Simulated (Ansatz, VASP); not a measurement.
## Sc in VASP and in Ansatz

INCAR

```
PREC = Accurate
ENCUT = 520
EDIFF = 1E-7
ISMEAR = -1
SIGMA = 0.03
LREAL = F
LASPH = T
NELM = 80
ALGO = Normal
ISIF = 2
LWAVE = F
LCHARG = F
GGA = PE
NBANDS = 12
```

KPOINTS

```
regular mesh
0
Gamma
  12 12 12
```

File POSCAR:

```
Sc
1.0
    0.0000000000      2.2514192660      2.2514192660
    2.2514192660      0.0000000000      2.2514192660
    2.2514192660      2.2514192660      0.0000000000
Sc
1
Direct
    0.0000000000      0.0000000000      0.0000000000
```

Input for Ansatz:

```yaml
crystal:
  lattice:
    - [0.0, 2.251419266, 2.251419266]
    - [2.251419266, 0.0, 2.251419266]
    - [2.251419266, 2.251419266, 0.0]
  atoms:
    - { symbol: Sc, position: [0.0, 0.0, 0.0] }
kpoints:
  mp_grid: { grid: [12, 12, 12] }
scf:
  occupations: { method: fermi_dirac, width: 0.03 }
hamiltonian:
  xc: pbe
  pseudopotentials: { kind: all_electron, lapw: { basis_error: 0.00025 } }
output:
  forces: true
  stress: true
  eigenvalues: true
```

Change from the starting cell: volume scaled by 0.975.

Alike in both runs: task single point; functional PBE; k mesh 12 × 12 × 12; occupations fermi-dirac, width 0.03 eV; no spin polarisation.

|  | VASP | Ansatz |
| --- | --- | --- |
| version | VASP 6.6.1 | Ansatz 0.2.0 |
| potentials or method | VASP PAW PBE potentials, release 64 (Sc_sv), cutoff 520 eV | all-electron LAPW, scalar-relativistic |

|  | VASP | Ansatz | Ansatz less VASP |
| --- | --- | --- | --- |
| pressure (GPa) | 4.6 | 4.5 | -0.04 |

Ansatz ran all-electron here, and VASP with PAW potentials.
